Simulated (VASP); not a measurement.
# SnO2 (R-3m) in VASP: further runs

Runs on SnO2. Level: PBE. Tasks: single point.

Everything below comes from runs of VASP 6.6.1. Logs are shortened: lines on timing, memory, paths and dates and some standing lists are left out, and cuts for length are marked.

### Step 1. The cell of the first run

Symmetry: R-3m, No. 166, trigonal system. Conventional cell: a = 3.190 Å, b = 3.190 Å, c = 14.207 Å, α = 90.00°, β = 90.00°, γ = 120.00°. Within 2.8 Å of Sn (site symmetry -3m) lie 6 O at 2.10 Å. Within 2.8 Å of O (site symmetry 3m) lie 3 Sn at 2.10 Å and 3 O at 2.72 Å.

### Step 2. Single point, PBE

Input file INCAR:

```
ALGO = Normal
EDIFF = 1E-6
ENCUT = 520
GGA = PE
ISIF = 2
ISMEAR = -1
LASPH = T
LCHARG = F
LREAL = F
LWAVE = F
NBANDS = 20
NELM = 100
PREC = Accurate
SIGMA = 0.05
```

Input file KPOINTS:

```
k-points
0
Gamma
  10 10 10
```

Input file POSCAR:

```
SnO2
1.0
    1.5952377869      0.9210109657      4.7357117578
   -1.5952377869      0.9210109657      4.7357117578
    0.0000000000     -1.8420219315      4.7357117578
Sn O
1 2
Direct
    0.5000000000      0.5000000000      0.5000000000
    0.7628300000      0.7628300000      0.7628300000
    0.2371700000      0.2371700000      0.2371700000
```

Potentials or basis: VASP PAW PBE potentials, release 64 (Sn_d, O).

Launch:

```console
cat potpaw_PBE.64/Sn_d/POTCAR potpaw_PBE.64/O/POTCAR > POTCAR
mpirun -np 1 vasp_std > vasp.out
```

OUTCAR:

```text
EDIFF = 1E-6
   ENCUT = 520
   GGA = PE
   ISIF = 2
   ISMEAR = -1
   LASPH = T
   LREAL = F
   NELM = 100
   PREC = Accurate

 ion  position               nearest neighbor table
   1  0.500  0.500  0.500-   3 2.10   3 2.10   2 2.10   2 2.10   3 2.10   2 2.10
   2  0.763  0.763  0.763-   1 2.10   1 2.10   1 2.10
   3  0.237  0.237  0.237-   1 2.10   1 2.10   1 2.10

  LATTYP: Found a trigonal (rhomboedric) cell.
 ALAT       =     5.0813394542
 COS(alpha) =     0.8028828391

  Lattice vectors:

 A1 = (   1.5952377869,   0.9210109657,   4.7357117578)
 A2 = (  -1.5952377869,   0.9210109657,   4.7357117578)
 A3 = (   0.0000000000,  -1.8420219315,   4.7357117578)

Analysis of symmetry for initial positions (statically):
=====================================================================
 Subroutine PRICEL returns:
 Original cell was already a primitive cell.

 Routine SETGRP: Setting up the symmetry group for a
 trigonal (rhombohedral) supercell.

 Subroutine GETGRP returns: Found 12 space group operations
 (whereof 12 operations were pure point group operations)
 out of a pool of 12 trial point group operations.

The static configuration has the point symmetry D_3d.

Analysis of symmetry for dynamics (positions and initial velocities):
=====================================================================
 Subroutine PRICEL returns:
 Original cell was already a primitive cell.

 Routine SETGRP: Setting up the symmetry group for a
 trigonal (rhombohedral) supercell.

 Subroutine GETGRP returns: Found 12 space group operations
 (whereof 12 operations were pure point group operations)
 out of a pool of 12 trial point group operations.

The dynamic configuration has the point symmetry D_3d.

 Subroutine INISYM returns: Found 12 space group operations
 (whereof 12 operations are pure point group operations),
 and found     1 'primitive' translations

----------------------------------------------------------------------------------------

                                     Primitive cell

  volume of cell :      41.7471

  direct lattice vectors                    reciprocal lattice vectors
     1.595237787  0.921010966  4.735711758     0.313432896  0.180960567  0.070387167
    -1.595237787  0.921010966  4.735711758    -0.313432896  0.180960567  0.070387167
     0.000000000 -1.842021931  4.735711758     0.000000000 -0.361921134  0.070387167

  length of vectors
     5.081339454  5.081339454  5.081339454     0.368702130  0.368702130  0.368702130

  position of ions in fractional coordinates (direct lattice)
     0.500000000  0.500000000  0.500000000
     0.762830000  0.762830000  0.762830000
     0.237170000  0.237170000  0.237170000

  ion indices of the primitive-cell ions
   primitive index   ion index
                 1           1
                 2           2
                 3           3

----------------------------------------------------------------------------------------

 KPOINTS: k-points

Automatic generation of k-mesh.
 Grid dimensions read from file:
 generate k-points for:   10   10   10

 Generating k-lattice:

  Cartesian coordinates                     Fractional coordinates (reciprocal lattice)
     0.031343290  0.018096057  0.007038717     0.100000000 -0.000000000  0.000000000
    -0.031343290  0.018096057  0.007038717    -0.000000000  0.100000000  0.000000000
     0.000000000 -0.036192113  0.007038717     0.000000000  0.000000000  0.100000000

  Length of vectors
     0.036870213  0.036870213  0.036870213

  Shift w.r.t. Gamma in fractional coordinates (k-lattice)
     0.000000000  0.000000000  0.000000000

 Subroutine IBZKPT returns following result:
 ===========================================

 Found    116 irreducible k-points:

 Following reciprocal coordinates:
            Coordinates               Weight
  0.000000  0.000000  0.000000      1.000000
  0.100000 -0.000000 -0.000000      6.000000
  0.200000 -0.000000 -0.000000      6.000000
  0.300000 -0.000000  0.000000      6.000000
  0.400000 -0.000000 -0.000000      6.000000
  0.500000 -0.000000  0.000000      3.000000
[... 16 lines left out ...]
  0.300000  0.300000 -0.000000      6.000000
  0.400000  0.300000 -0.000000     12.000000
 [... further k-points ...]
   k-points           NKPTS =    116   k-points in BZ     NKDIM =    116   number of bands    NBANDS=     20
   number of dos      NEDOS =    301   number of ions     NIONS =      3
   total plane-waves  NPLWV =  64000
   dimension x,y,z NGX =    40 NGY =   40 NGZ =   40
   dimension x,y,z NGXF=    80 NGYF=   80 NGZF=   80
   ions per type =               1   2
   NGX,Y,Z   is equivalent  to a cutoff of  13.09, 13.09, 13.09 a.u.
   NGXF,Y,Z  is equivalent  to a cutoff of  26.17, 26.17, 26.17 a.u.
 SYSTEM =  unknown system
   PREC   = accura    normal or accurate (medium, high low for compatibility)
   ISTART =      0    job   : 0-new  1-cont  2-samecut
   ICHARG =      2    charge: 1-file 2-atom 10-const
   ISPIN  =      1    spin polarized calculation?
   LNONCOLLINEAR =      F non collinear calculations
   LSORBIT =      F    spin-orbit coupling
   LASPH  =      T    aspherical Exc in radial PAW
   ENCUT  =  520.0 eV  38.22 Ry    6.18 a.u.   9.45  9.45  9.45*2*pi/ulx,y,z
   NELM   =    100;   NELMIN=  2; NELMDL= -5     # of ELM steps
   EDIFF  = 0.1E-05   stopping-criterion for ELM
   LREAL  =      F    real-space projection
   EDIFFG = 0.1E-04   stopping-criterion for IOM
   NSW    =      0    number of steps for IOM
   IBRION =     -1    ionic relax: 0-MD 1-quasi-New 2-CG
   NFREE  =      0    steps in history (QN), initial steepest desc. (CG)
   ISIF   =      2    stress and relaxation
   ISYM   =      2    0-nonsym 1-usesym 2-fastsym
   POTIM  = 0.5000    time-step for ionic-motion
   TEBEG  =    0.0;   TEEND  =   0.0 temperature during run
   PSTRESS=    0.0 pullay stress
   NELECT =      26.0000    total number of electrons
   NUPDOWN=      -1.0000    fix difference up-down
   EMIN   =  10.00;   EMAX   =-10.00  energy-range for DOS
   EFERMI =   0.00;   METHOD = LEGACY
   ISMEAR =    -1;   SIGMA  =   0.05  broadening in eV -4-tet -1-fermi 0-gaus
   EFERMI_NEDOS =   21; number of points for ismear=-14 and -15
   IALGO  =     38    algorithm
   IMIX   =      4    mixing-type and parameters
     AMIX     =   0.40;   BMIX     =  1.00
     AMIX_MAG =   1.60;   BMIX_MAG =  1.00
  volume/ion in A,a.u.               =      13.92        93.91
  Fermi-wavevector in a.u.,A,eV,Ry     =   1.398053  2.641937 26.593305  1.954553
  Thomas-Fermi vector in A             =   2.521249
   LORBIT       =      0    0 simple, 1 ext, 2 COOP (PROOUT), +10 PAW based schemes
   GGA     = PE    functional components
   LHFCALC =     F    Hartree Fock is set to
   AEXX    =    0.0000 exact exchange contribution
   IVDW    =     0    specifies the selected vdW correction
   LEPSILON=     F    determine dielectric tensor
   LRPA    =     F    only Hartree local field effects (RPA)
 non-spin polarized calculation
  energy-cutoff  :      520.00
  volume of cell :       41.75
 maximum number of plane-waves:      1142
 NGX is ok and might be reduce to    40
   NGX = 19   NGY = 19   NGZ = 19

 number of electron      26.0000007 magnetization

 Free energy of the ion-electron system (eV)
  ---------------------------------------------------
  ext. energy  EPLUGINS =         0.00000000
  ---------------------------------------------------
  free energy    TOTEN  =       -18.16473057 eV

  energy without entropy =      -18.16473057  energy(sigma->0) =      -18.16473057

 E-fermi :   4.8215     XC(G=0): -10.1916

 val. band max:        3.7052704113   @ k =  -0.2000   0.2000   0.0000
 cond. band min:       5.8887425118   @ k =   0.0000   0.0000   0.0000
 fundamental gap:      2.1834721005
 Fermi energy:         4.8215303219

 k-point     1 :       0.0000    0.0000    0.0000
  band No.  band energies     occupation
      1     -16.3204      2.00000
      2     -16.0471      2.00000
      3     -16.0471      2.00000
      4     -15.8293      2.00000
      5     -15.8293      2.00000
      6     -14.4137      2.00000
[... 12 lines left out ...]
     19      21.1264      0.00000
     20      21.1672      0.00000

 k-point     2 :       0.1000   -0.0000   -0.0000
  band No.  band energies     occupation
      1     -16.2764      2.00000
      2     -16.1344      2.00000
      3     -16.0237      2.00000
      4     -15.8533      2.00000
      5     -15.8300      2.00000
      6     -14.3470      2.00000
[... 12 lines left out ...]
     19      19.2273      0.00000
     20      21.2140      0.00000

 k-point     3 :       0.2000   -0.0000   -0.0000
  band No.  band energies     occupation
      1     -16.4144      2.00000
      2     -16.1131      2.00000
      3     -15.9716      2.00000
      4     -15.8869      2.00000
      5     -15.8215      2.00000
      6     -14.1305      2.00000
[... 12 lines left out ...]
     19      17.7765      0.00000
     20      21.4385      0.00000

 k-point     4 :       0.3000   -0.0000    0.0000
  band No.  band energies     occupation
      1     -16.6801      2.00000
      2     -16.0054      2.00000
      3     -15.9401      2.00000
      4     -15.8865      2.00000
      5     -15.7762      2.00000
      6     -13.7723      2.00000
[... 12 lines left out ...]
     19      16.9501      0.00000
     20      20.0660      0.00000

 k-point     5 :       0.4000   -0.0000   -0.0000
  band No.  band energies     occupation
      1     -16.8727      2.00000
      2     -15.9947      2.00000
      3     -15.9377      2.00000
      4     -15.8214      2.00000
      5     -15.7146      2.00000
      6     -13.3853      2.00000
[... 12 lines left out ...]
     19      16.7986      0.00000
     20      18.4095      0.00000
[... 353 lines left out ...]
      6     -12.8984      2.00000
[... 12 lines left out ...]
     19      17.4236      0.00000
     20      18.1692      0.00000

 k-point    22 :      -0.2000    0.2000    0.0000
  band No.  band energies     occupation
      1     -16.6481      2.00000
      2     -16.1846      2.00000
      3     -15.9146      2.00000
      4     -15.9031      2.00000
      5     -15.7524      2.00000
      6     -13.4280      2.00000
[... 12 lines left out ...]
     19      17.5746      0.00000
     20      18.8900      0.00000

 k-point    23 :       0.3000    0.3000   -0.0000
  band No.  band energies     occupation
      1     -16.6780      2.00000
      2     -16.0046      2.00000
      3     -15.9396      2.00000
      4     -15.8870      2.00000
      5     -15.7761      2.00000
      6     -13.7758      2.00000
[... 12 lines left out ...]
     19      16.5907      0.00000
     20      22.0130      0.00000

 k-point    24 :       0.4000    0.3000   -0.0000
  band No.  band energies     occupation
      1     -16.7548      2.00000
      2     -16.0559      2.00000
      3     -15.9534      2.00000
      4     -15.8599      2.00000
      5     -15.7437      2.00000
      6     -13.4436      2.00000
[... 12 lines left out ...]
     19      17.1751      0.00000
     20      20.9567      0.00000

 [... further k-points ...]

------------------------ aborting loop because EDIFF is reached ----------------------------------------

  FORCE on cell =-STRESS in cart. coord.  units (eV):
  Direction    XX          YY          ZZ          XY          YZ          ZX
  --------------------------------------------------------------------------------------
  -------------------------------------------------------------------------------------
  Total        2.0634569      2.0634569      0.8373913      0.0000000     -0.0000000      0.0000000
  in kB       79.1916238     79.1916238     32.1375141      0.0000000     -0.0000000      0.0000000
  external PRESSURE =      63.5069206 kB  Pullay stress =       0.0000000 kB

 VOLUME and BASIS-vectors are now :
 -----------------------------------------------------------------------------
  energy-cutoff  :      520.00
  volume of cell :       41.75
      direct lattice vectors                 reciprocal lattice vectors
     1.595237787  0.921010966  4.735711758     0.313432896  0.180960567  0.070387167
    -1.595237787  0.921010966  4.735711758    -0.313432896  0.180960567  0.070387167
     0.000000000 -1.842021931  4.735711758     0.000000000 -0.361921134  0.070387167

 POSITION                                       TOTAL-FORCE (eV/Angst)
 -----------------------------------------------------------------------------------
      0.00000     -0.00000      7.10357         0.000000      0.000000      0.000000
      0.00000     -0.00000     10.83763        -0.000000      0.000000     -0.372135
      0.00000     -0.00000      3.36951        -0.000000     -0.000000      0.372135
 -----------------------------------------------------------------------------------
    total drift:                               -0.000000      0.000000      0.000000

  FREE ENERGIE OF THE ION-ELECTRON SYSTEM (eV)
  ---------------------------------------------------
  free  energy   TOTEN  =       -18.1647305738 eV

  energy  without entropy=      -18.1647305737  energy(sigma->0) =      -18.16473057
```

Run time: 5.4 min. Hardware: 1 thread of Intel Xeon 8259CL, shared host; peak memory 0.29 GiB.

Results:

| Quantity | Value |
| --- | --- |
| Free energy | -18.1647 eV |
| Pressure | 6.4 GPa |
| Largest force | 0.372 eV/Å |
| Band gap on the k mesh | 2.18 eV (least direct gap 2.33 eV) |

Forces on the atoms (eV/Å):
```
Sn   0.000  0.000  0.000
O    0.000  0.000 -0.372
O    0.000  0.000  0.372
```

Caveat: the cell stands under pressure; spin-orbit coupling is left out, which moves the levels of the heavy elements. A k mesh can miss the band edges.

### Step 3. Single point, PBE

This run uses another cell than the first one, of 14.21 Å³/atom.

Input file INCAR:

```
PREC = Accurate
ENCUT = 520
EDIFF = 1E-7
ISMEAR = -1
SIGMA = 0.05
LREAL = False
LASPH = True
NELM = 60
ALGO = Normal
ISIF = 2
LWAVE = False
LCHARG = False
GGA = PE
NBANDS = 20
```

Input file KPOINTS:

```
Automatic mesh
0
Gamma
  10 10 10
```

Input file POSCAR:

```
SnO2
1.0
    1.6062397745      0.9273629662      4.7683728710
   -1.6062397745      0.9273629662      4.7683728710
    0.0000000000     -1.8547259325      4.7683728710
Sn O
1 2
Direct
    0.5000000000      0.5000000000      0.5000000000
    0.7628300000      0.7628300000      0.7628300000
    0.2371700000      0.2371700000      0.2371700000
```

Potentials or basis: VASP PAW PBE potentials, release 64 (Sn_d, O).

Launch:

```console
cat potpaw_PBE.64/Sn_d/POTCAR potpaw_PBE.64/O/POTCAR > POTCAR
mpirun -np 1 vasp_std > vasp.out
```

It took 5.7 min on 1 thread of Intel Xeon 8259CL, shared host; peak memory 0.29 GiB.

The run converged. Its results:

* Free energy: -18.1910 eV
* Pressure: 3.0 GPa
* Largest force: 0.134 eV/Å
* Band gap on the k mesh: 2.04 eV (least direct gap 2.18 eV)

Forces in eV/Å, atoms in the order of the input:
```
Sn   0.000  0.000  0.000
O    0.000  0.000 -0.134
O    0.000  0.000  0.134
```

Stress tensor (GPa, compression positive):
```
3.86 0.00 0.00
0.00 3.86 0.00
0.00 0.00 1.21
```

Levels at points of the mesh, in eV from the valence-band top:
| k point | band 11 | band 12 | band 13 | band 14 | band 15 | band 16 |
| --- | --- | --- | --- | --- | --- | --- |
| (0.00, 0.00, 0.00) | -0.89 | -0.89 | -0.13 | 2.04 | 5.81 | 11.20 |
| (0.50, 0.00, 0.00) | -1.49 | -0.59 | -0.57 | 5.49 | 7.84 | 10.19 |
| (0.50, 0.50, 0.00) | -1.16 | -0.44 | -0.02 | 5.22 | 7.01 | 10.89 |
| (0.50, 0.50, 0.50) | -1.30 | -0.84 | -0.84 | 3.32 | 5.76 | 11.38 |

Caveat: spin-orbit coupling is left out, which moves the levels of the heavy elements. A k mesh can miss the band edges.
